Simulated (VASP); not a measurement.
# Ir2Ru3 (P6_3/mmc) in VASP: single point with PBE

Aim: the single point of Ir2Ru3 with PBE.

Everything below comes from runs of VASP 6.6.1. Logs are shortened: lines on timing, memory, paths and dates and some standing lists are left out, and cuts for length are marked.

## 1. The cell of the first run

The structure is hexagonal, space group P6_3/mmc (No. 194). Conventional cell: a = 2.736 Å, b = 2.736 Å, c = 21.692 Å, α = 90.00°, β = 90.00°, γ = 120.00°. Ru (site symmetry 3m) has 9 Ru at 2.62 to 2.74 Å and 3 Ir at 2.71 Å within 3.5 Å. Ru (site symmetry -6m2) has 6 Ir at 2.69 Å and 6 Ru at 2.74 Å within 3.5 Å. Ir (site symmetry 3m) has 6 Ru at 2.69 to 2.71 Å and 6 Ir at 2.74 Å within 3.5 Å.

## 2. Single point, PBE

File INCAR:

```
SYSTEM = Ir2Ru3
  PREC = Accurate
  ENCUT = 520
  EDIFF = 1E-6
  ISMEAR = 0
  SIGMA = 0.1
  LREAL = .False.
  LASPH = .True.
  NELM = 80
  ALGO = Fast
  ISIF = 2
  LWAVE = .False.
  LCHARG = .False.
  GGA = PE
  NBANDS = 71
```

File KPOINTS:

```
regular mesh
0
Gamma
  18 18 2
  0 0 0
```

File POSCAR:

```
Ir2Ru3
1.0
    2.7355787299      0.0000000289      0.0000000000
   -1.3677893899      2.3690806597      0.0000000000
    0.0000000000      0.0000000000     21.6918196000
Ru Ir
6 4
Direct
    0.3333333333      0.6666666667      0.0482920000
    0.3333333333      0.6666666667      0.2500000000
    0.3333333333      0.6666666667      0.4517080000
    0.6666666667      0.3333333333      0.5482920000
    0.6666666667      0.3333333333      0.7500000000
    0.6666666667      0.3333333333      0.9517080000
    0.3333333333      0.6666666667      0.6495710000
    0.3333333333      0.6666666667      0.8504290000
    0.6666666667      0.3333333333      0.1495710000
    0.6666666667      0.3333333333      0.3504290000
```

Potentials or basis: VASP PAW PBE potentials, release 64 (Ru_pv, Ir).

Run with:

```sh
$ cat potpaw_PBE.64/Ru_pv/POTCAR potpaw_PBE.64/Ir/POTCAR > POTCAR
$ mpirun -np 1 vasp_std > vasp.out
```

OUTCAR:

```text
SYSTEM = Ir2Ru3
   PREC = Accurate
   ENCUT = 520
   EDIFF = 1E-6
   ISMEAR = 0
   LREAL = .False.
   LASPH = .True.
   NELM = 80
   ISIF = 2
   GGA = PE

 ion  position               nearest neighbor table
   1  0.333  0.667  0.048-   6 2.62   6 2.62   6 2.62   9 2.71   9 2.71   9 2.71
   2  0.333  0.667  0.250-   9 2.69  10 2.69   9 2.69  10 2.69   9 2.69  10 2.69
   3  0.333  0.667  0.452-   4 2.62   4 2.62   4 2.62  10 2.71  10 2.71  10 2.71
   4  0.667  0.333  0.548-   3 2.62   3 2.62   3 2.62   7 2.71   7 2.71   7 2.71
   5  0.667  0.333  0.750-   7 2.69   8 2.69   7 2.69   8 2.69   7 2.69   8 2.69
   6  0.667  0.333  0.952-   1 2.62   1 2.62   1 2.62   8 2.71   8 2.71   8 2.71
   7  0.333  0.667  0.650-   5 2.69   5 2.69   5 2.69   4 2.71   4 2.71   4 2.71
   8  0.333  0.667  0.850-   5 2.69   5 2.69   5 2.69   6 2.71   6 2.71   6 2.71
   9  0.667  0.333  0.150-   2 2.69   2 2.69   2 2.69   1 2.71   1 2.71   1 2.71
  10  0.667  0.333  0.350-   2 2.69   2 2.69   2 2.69   3 2.71   3 2.71   3 2.71

  LATTYP: Found a hexagonal cell.
 ALAT       =     2.7355787299
 C/A-ratio  =     7.9295175690

  Lattice vectors:

 A1 = (   2.7355787299,   0.0000000289,   0.0000000000)
 A2 = (  -1.3677893899,   2.3690806597,   0.0000000000)
 A3 = (   0.0000000000,   0.0000000000,  21.6918196000)

Analysis of symmetry for initial positions (statically):
=====================================================================
 Subroutine PRICEL returns:
 Original cell was already a primitive cell.

 Routine SETGRP: Setting up the symmetry group for a
 hexagonal supercell.

 Subroutine GETGRP returns: Found 24 space group operations
 (whereof 12 operations were pure point group operations)
 out of a pool of 24 trial point group operations.

The static configuration has the point symmetry D_3d.
 The point group associated with its full space group is D_6h.

Analysis of symmetry for dynamics (positions and initial velocities):
=====================================================================
 Subroutine PRICEL returns:
 Original cell was already a primitive cell.

 Routine SETGRP: Setting up the symmetry group for a
 hexagonal supercell.

 Subroutine GETGRP returns: Found 24 space group operations
 (whereof 12 operations were pure point group operations)
 out of a pool of 24 trial point group operations.

The dynamic configuration has the point symmetry D_3d.
 The point group associated with its full space group is D_6h.

 Subroutine INISYM returns: Found 24 space group operations
 (whereof 12 operations are pure point group operations),
 and found     1 'primitive' translations

----------------------------------------------------------------------------------------

                                     Primitive cell

  volume of cell :     140.5805

  direct lattice vectors                    reciprocal lattice vectors
     2.735578730  0.000000029  0.000000000     0.365553359  0.211052335  0.000000000
    -1.367789390  2.369080660  0.000000000    -0.000000004  0.422104663  0.000000000
     0.000000000  0.000000000 21.691819600     0.000000000  0.000000000  0.046100328

  length of vectors
     2.735578730  2.735578730 21.691819600     0.422104663  0.422104663  0.046100328

  position of ions in fractional coordinates (direct lattice)
     0.333333333  0.666666667  0.048292000
     0.333333333  0.666666667  0.250000000
     0.333333333  0.666666667  0.451708000
     0.666666667  0.333333333  0.548292000
     0.666666667  0.333333333  0.750000000
     0.666666667  0.333333333  0.951708000
     0.333333333  0.666666667  0.649571000
     0.333333333  0.666666667  0.850429000
     0.666666667  0.333333333  0.149571000
     0.666666667  0.333333333  0.350429000

  ion indices of the primitive-cell ions
   primitive index   ion index
                 1           1
                 2           2
                 3           3
                 4           4
                 5           5
                 6           6
                 7           7
                 8           8
                 9           9
                10          10

----------------------------------------------------------------------------------------

 KPOINTS: regular mesh

Automatic generation of k-mesh.
 Grid dimensions read from file:
 generate k-points for:   18   18    2

 Generating k-lattice:

  Cartesian coordinates                     Fractional coordinates (reciprocal lattice)
     0.020308520  0.011725130  0.000000000     0.055555556  0.000000000  0.000000000
    -0.000000000  0.023450259  0.000000000     0.000000000  0.055555556  0.000000000
     0.000000000  0.000000000  0.023050164     0.000000000  0.000000000  0.500000000

  Length of vectors
     0.023450259  0.023450259  0.023050164

  Shift w.r.t. Gamma in fractional coordinates (k-lattice)
     0.000000000  0.000000000  0.000000000

 Subroutine IBZKPT returns following result:
 ===========================================

 Found     74 irreducible k-points:

 Following reciprocal coordinates:
            Coordinates               Weight
  0.000000  0.000000  0.000000      1.000000
  0.055556 -0.000000  0.000000      6.000000
  0.111111 -0.000000  0.000000      6.000000
  0.166667 -0.000000  0.000000      6.000000
  0.222222 -0.000000  0.000000      6.000000
  0.277778 -0.000000  0.000000      6.000000
[... 16 lines left out ...]
  0.333333  0.111111  0.000000     12.000000
  0.388889  0.111111  0.000000     12.000000
 [... further k-points ...]
   k-points           NKPTS =     74   k-points in BZ     NKDIM =     74   number of bands    NBANDS=     71
   number of dos      NEDOS =    301   number of ions     NIONS =     10
   total plane-waves  NPLWV =  64800
   dimension x,y,z NGX =    20 NGY =   20 NGZ =  162
   dimension x,y,z NGXF=    40 NGYF=   40 NGZF=  324
   ions per type =               6   4
   NGX,Y,Z   is equivalent  to a cutoff of  12.15, 12.15, 12.42 a.u.
   NGXF,Y,Z  is equivalent  to a cutoff of  24.31, 24.31, 24.83 a.u.
 SYSTEM =  Ir2Ru3
   PREC   = accura    normal or accurate (medium, high low for compatibility)
   ISTART =      0    job   : 0-new  1-cont  2-samecut
   ICHARG =      2    charge: 1-file 2-atom 10-const
   ISPIN  =      1    spin polarized calculation?
   LNONCOLLINEAR =      F non collinear calculations
   LSORBIT =      F    spin-orbit coupling
   LASPH  =      T    aspherical Exc in radial PAW
   ENCUT  =  520.0 eV  38.22 Ry    6.18 a.u.   5.09  5.09 40.33*2*pi/ulx,y,z
   NELM   =     80;   NELMIN=  2; NELMDL= -5     # of ELM steps
   EDIFF  = 0.1E-05   stopping-criterion for ELM
   LREAL  =      F    real-space projection
[... 7 lines left out ...]
   TEBEG  =    0.0;   TEEND  =   0.0 temperature during run
   PSTRESS=    0.0 pullay stress
   NELECT =     120.0000    total number of electrons
   NUPDOWN=      -1.0000    fix difference up-down
   EMIN   =  10.00;   EMAX   =-10.00  energy-range for DOS
   EFERMI =   0.00;   METHOD = LEGACY
   ISMEAR =     0;   SIGMA  =   0.10  broadening in eV -4-tet -1-fermi 0-gaus
   EFERMI_NEDOS =   21; number of points for ismear=-14 and -15
   IALGO  =     68    algorithm
   IMIX   =      4    mixing-type and parameters
     AMIX     =   0.40;   BMIX     =  1.00
     AMIX_MAG =   1.60;   BMIX_MAG =  1.00
  volume/ion in A,a.u.               =      14.06        94.87
  Fermi-wavevector in a.u.,A,eV,Ry     =   1.552960  2.934669 32.812957  2.411684
  Thomas-Fermi vector in A             =   2.657260
   LORBIT       =      0    0 simple, 1 ext, 2 COOP (PROOUT), +10 PAW based schemes
   GGA     = PE    functional components
   LHFCALC =     F    Hartree Fock is set to
   AEXX    =    0.0000 exact exchange contribution
   IVDW    =     0    specifies the selected vdW correction
   LEPSILON=     F    determine dielectric tensor
   LRPA    =     F    only Hartree local field effects (RPA)
 non-spin polarized calculation
 RMM-DIIS sequential band-by-band and
 Gauss-broadening in eV      SIGMA  =   0.10
  energy-cutoff  :      520.00
  volume of cell :      140.58
 maximum number of plane-waves:      3819
   NGX = 11   NGY = 11   NGZ = 81

 number of electron     120.0000010 magnetization

 Free energy of the ion-electron system (eV)
  ---------------------------------------------------
  ext. energy  EPLUGINS =         0.00000000
  ---------------------------------------------------
  free energy    TOTEN  =       -91.18194251 eV

  energy without entropy =      -91.13286447  energy(sigma->0) =      -91.15740349

 E-fermi :  11.6353     XC(G=0): -13.9554

 val. band max:       11.6336164082   @ k =   0.1667  -0.0000   0.5000
 cond. band min:      11.6371675586   @ k =   0.3333   0.1111   0.5000
 fundamental gap:      0.0035511504
 Fermi energy:        11.6352786352

 k-point     1 :       0.0000    0.0000    0.0000
  band No.  band energies     occupation
      1     -31.9207      2.00000
      2     -31.9206      2.00000
      3     -31.6421      2.00000
      4     -31.6418      2.00000
      5     -31.3136      2.00000
      6     -31.3134      2.00000
[... 63 lines left out ...]
     70      12.2915      0.00000
     71      12.4378      0.00000

 k-point     2 :       0.0556   -0.0000    0.0000
  band No.  band energies     occupation
      1     -31.9152      2.00000
      2     -31.9150      2.00000
      3     -31.6392      2.00000
      4     -31.6390      2.00000
      5     -31.3262      2.00000
      6     -31.3261      2.00000
[... 63 lines left out ...]
     70      12.0874      0.00000
     71      12.3074      0.00000

 k-point     3 :       0.1111   -0.0000    0.0000
  band No.  band energies     occupation
      1     -31.8993      2.00000
      2     -31.8993      2.00000
      3     -31.6310      2.00000
      4     -31.6308      2.00000
      5     -31.3698      2.00000
      6     -31.3698      2.00000
[... 1543 lines left out ...]
     70      13.8340      0.00000
     71      14.0218      0.00000

 k-point    24 :       0.3889    0.1111    0.0000
  band No.  band energies     occupation
      1     -31.8970      2.00000
      2     -31.8969      2.00000
      3     -31.8529      2.00000
      4     -31.8529      2.00000
      5     -31.8008      2.00000
      6     -31.8007      2.00000
[... 63 lines left out ...]
     70      14.5038      0.00000
     71      14.8439      0.00000

 [... further k-points ...]

------------------------ aborting loop because EDIFF is reached ----------------------------------------

  FORCE on cell =-STRESS in cart. coord.  units (eV):
  Direction    XX          YY          ZZ          XY          YZ          ZX
  --------------------------------------------------------------------------------------
  -------------------------------------------------------------------------------------
  Total        0.1175785      0.1175785      0.1153709      0.0000000      0.0000000     -0.0000000
  in kB        1.3400269      1.3400269      1.3148665      0.0000000      0.0000000     -0.0000000
  external PRESSURE =       1.3316401 kB  Pullay stress =       0.0000000 kB

 VOLUME and BASIS-vectors are now :
 -----------------------------------------------------------------------------
  energy-cutoff  :      520.00
  volume of cell :      140.58
      direct lattice vectors                 reciprocal lattice vectors
     2.735578730  0.000000029  0.000000000     0.365553359  0.211052335  0.000000000
    -1.367789390  2.369080660  0.000000000    -0.000000004  0.422104663  0.000000000
     0.000000000  0.000000000 21.691819600     0.000000000  0.000000000  0.046100328

 POSITION                                       TOTAL-FORCE (eV/Angst)
 -----------------------------------------------------------------------------------
     -0.00000      1.57939      1.04754         0.000000      0.000000     -0.011180
     -0.00000      1.57939      5.42295         0.000000     -0.000000     -0.000000
     -0.00000      1.57939      9.79837         0.000000      0.000000      0.011180
      1.36779      0.78969     11.89345         0.000000     -0.000000     -0.011180
      1.36779      0.78969     16.26886        -0.000000     -0.000000     -0.000000
      1.36779      0.78969     20.64428        -0.000000     -0.000000      0.011180
     -0.00000      1.57939     14.09038        -0.000000      0.000000     -0.001092
     -0.00000      1.57939     18.44735        -0.000000      0.000000      0.001092
      1.36779      0.78969      3.24447         0.000000     -0.000000     -0.001092
      1.36779      0.78969      7.60144         0.000000      0.000000      0.001092
 -----------------------------------------------------------------------------------
    total drift:                               -0.000000      0.000000     -0.000000

  FREE ENERGIE OF THE ION-ELECTRON SYSTEM (eV)
  ---------------------------------------------------
  free  energy   TOTEN  =       -91.1819425094 eV

  energy  without entropy=      -91.1328644748  energy(sigma->0) =      -91.15740349
```

Wall time 15 min (1 thread of Intel Xeon 6975P-C (Granite Rapids), shared host); peak memory 0.63 GiB.

Results:

```
Free energy            : -91.1819 eV
Pressure               : 0.1 GPa
Largest force          : 0.011 eV/Å
Band gap on the k mesh : zero (bands 60 and 61 overlap by 2.52 eV)
```

Forces in eV/Å, atoms in the order of the input:
```
Ru   0.000  0.000 -0.011
Ru   0.000  0.000  0.000
Ru   0.000  0.000  0.011
Ru   0.000  0.000 -0.011
Ru   0.000  0.000  0.000
Ru   0.000  0.000  0.011
Ir   0.000  0.000 -0.001
Ir   0.000  0.000  0.001
Ir   0.000  0.000 -0.001
Ir   0.000  0.000  0.001
```

Levels at points of the mesh, in eV from the Fermi level:
```
           k point  band 56  band 57  band 58  band 59  band 60  band 61
(0.00, 0.00, 0.00)    -1.91    -1.91    -1.40    -1.40    -1.29    -1.29
(0.50, 0.00, 0.00)     0.69     0.88     1.00     1.01     1.02     1.08
(0.00, 0.00, 0.50)    -1.92    -1.74    -1.74    -1.74    -1.74    -0.87
(0.50, 0.00, 0.50)     0.64     0.86     0.86     1.00     1.00     1.27
```

Caveat: spin-orbit coupling is left out, which moves the levels of the heavy elements.
